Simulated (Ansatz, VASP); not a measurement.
## Nb: VASP beside Ansatz

The input INCAR:

```
  PREC = Accurate
  ENCUT = 520
  EDIFF = 1E-6
  ISMEAR = -1
  SIGMA = 0.1
  LREAL = F
  LASPH = T
  NELM = 60
  ALGO = Normal
  ISIF = 2
  LWAVE = F
  LCHARG = F
  GGA = RE
  NBANDS = 20
```

The input KPOINTS:

```
regular mesh
0
Gamma
  14 14 7
```

POSCAR

```
Nb
1.0
    2.7619777701      0.0000000000      0.0000000000
   -1.3809888850      2.3919429136      0.0000000000
    0.0000000000      0.0000000000      5.0439628376
Nb
2
Direct
    0.3333333333      0.6666666667      0.2500000000
    0.6666666667      0.3333333333      0.7500000000
```

Input for Ansatz:

```yaml
crystal:
  lattice:
    - [2.7619777701, 0.0, 0.0]
    - [-1.380988885, 2.3919429136, 0.0]
    - [0.0, 0.0, 5.0439628376]
  atoms:
    - { symbol: Nb, position: [0.3333333333, 0.6666666667, 0.25] }
    - { symbol: Nb, position: [0.6666666667, 0.3333333333, 0.75] }
hamiltonian:
  xc: revpbe
  pseudopotentials:
    kind: paw
    azcp:
      Nb: "pseudopotentials/Nb.paw.azcp"
basis:
  ecutwfc: 420
  fft_grid_basis: typed
kpoints:
  mp_grid: { grid: [14, 14, 7], shift: [0, 0, 0] }
magnetization:
  spin_polarized: false
scf:
  occupations: { method: fermi_dirac, width: 0.1 }
  lower_state_search: "off"
output:
  stress: true
  write_density: true
  write_potential: true
  elf: true
  volumetric_format: npy
```

Alike in both runs: task single point; functional revPBE; k mesh 14 × 14 × 7; occupations fermi-dirac, width 0.1 eV; no spin polarisation.

|  | VASP | Ansatz |
| --- | --- | --- |
| version | VASP 6.6.1 | Ansatz 0.2.0 |
| potentials or method | VASP PAW PBE potentials, release 64 (Nb_sv), cutoff 520 eV | plane waves (420 eV) with PAW, scalar-relativistic |
| valence electrons in the cell | 26 | 26 |

Ansatz gave:

| Property | Result |
| --- | --- |
| pressure (GPa) | 25.1 |
| traceless stress, the component that is largest in VASP (GPa) | -0.95 |

**Question.** What did VASP give for the same quantities?

**Answer.** Pressure (GPa): 24.7; traceless stress, the component that is largest in VASP (GPa): -0.98.

VASP's potentials were made for PBE, not for revPBE. With one functional, cell and mesh, what is left measures potentials, basis and numerics.
